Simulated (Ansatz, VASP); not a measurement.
# GdN in VASP and in Ansatz

File POSCAR:

```
GdN
1.0
    3.3867809642      0.0000000000      0.0000000000
   -1.6933904821      2.9330383520      0.0000000000
    0.0000000000      0.0000000000      3.0801088260
Gd N
1 1
Direct
    0.0000000000      0.0000000000      0.0000000000
    0.6666666667      0.3333333333      0.5000000000
```

INCAR.step1

```
PREC = Accurate
ENCUT = 520
ISMEAR = 0
SIGMA = 0.05
LREAL = F
LASPH = T
NELM = 150
ISPIN = 2
MAGMOM = 7 0
LMAXMIX = 6
NBANDS = 22
GGA = PE
ALGO = Normal
EDIFF = 1E-4
LWAVE = T
LCHARG = F
```

INCAR.step2

```
PREC = Accurate
ENCUT = 520
EDIFF = 1E-6
ISMEAR = 0
SIGMA = 0.05
LREAL = F
LASPH = T
NELM = 150
ALGO = Normal
ISIF = 2
LWAVE = F
LCHARG = F
ISPIN = 2
MAGMOM = 7 0
LORBIT = 11
LMAXMIX = 6
METAGGA = R2SCAN
LMIXTAU = T
NBANDS = 22
ISTART = 1
```

Contents of KPOINTS:

```
regular mesh
0
Gamma
  12 12 12
```

Input for Ansatz:

```yaml
crystal:
  lattice:
    - [3.386780964171, 0.0, 0.0]
    - [-1.693390482085, 2.933038352025, 0.0]
    - [0.0, 0.0, 3.080108826]
  atoms:
    - { symbol: Gd, position: [-3.700743415525e-17, 0.0, 0.0], spin: 7.0 }
    - { symbol: "N", position: [0.6666666666667, 0.3333333333333, 0.5] }
basis:
  ecutwfc: 500
  ecutrho_ratio: 4
kpoints:
  mp_grid: { grid: [12, 12, 12] }
hamiltonian:
  xc: r2scan
scf:
  occupations: { method: gaussian, width: 0.05 }
  eigensolver: { kind: davidson }
output:
  forces: true
  stress: true
magnetization:
  spin_polarized: true
```

Alike in both runs: task single point; functional r2SCAN; k mesh 12 × 12 × 12; occupations gaussian, width 0.05 eV; collinear spin.

|  | VASP | Ansatz |
| --- | --- | --- |
| version | VASP 6.6.1 | Ansatz 0.2.0 |
| potentials or method | VASP PAW PBE potentials, release 64 (Gd, N), cutoff 520 eV | scalar-relativistic, plane waves, PAW |
| valence electrons in the cell | 23 | 23 |

VASP gave:

| Quantity | Value |
| --- | --- |
| pressure (GPa) | -0.1 |
| traceless stress, the component that is largest in VASP (GPa) | 0.09 |
| net moment per atom (μB) | 3.50 |
| size of the moment on the site where the two differ most (μB) | 6.79 |

**Question.** Which values does Ansatz return?

**Answer.** Pressure (GPa): -0.1; traceless stress, the component that is largest in VASP (GPa): 0.00; net moment per atom (μB): 3.50; size of the moment on the site where the two differ most (μB): 6.92.

VASP's potentials were made for PBE, not for r2SCAN. Site moments also hang on the region over which each program counts them. Ansatz's warnings: stability check not made.

Spin-orbit coupling is off throughout.
